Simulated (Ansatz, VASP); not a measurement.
## Ca: VASP beside Ansatz

```
Ca
1.0
     0.00000    2.78350    2.78350
     2.78350    0.00000    2.78350
     2.78350    2.78350    0.00000
Ca
1
Direct
  0.00000 0.00000 0.00000
```

Alike in both runs: task single point; functional r2SCAN; k mesh 10 × 10 × 10; occupations fermi-dirac, width 0.6 eV; no spin polarisation.

|  | VASP | Ansatz |
| --- | --- | --- |
| version | VASP 6.6.1 | Ansatz 0.2.0 |
| potentials or method | VASP PAW PBE potentials, release 64 (Ca_sv), cutoff 520 eV | plane waves (500 eV) with PAW, scalar-relativistic |
| valence electrons in the cell | 10 | 10 |

```csv
,VASP,Ansatz,Ansatz less VASP
pressure (GPa),0.6,0.5,-0.05
```

VASP's potentials were made for PBE, not for r2SCAN. The functional is the same, so the differences come from potentials, cutoffs and numerics.
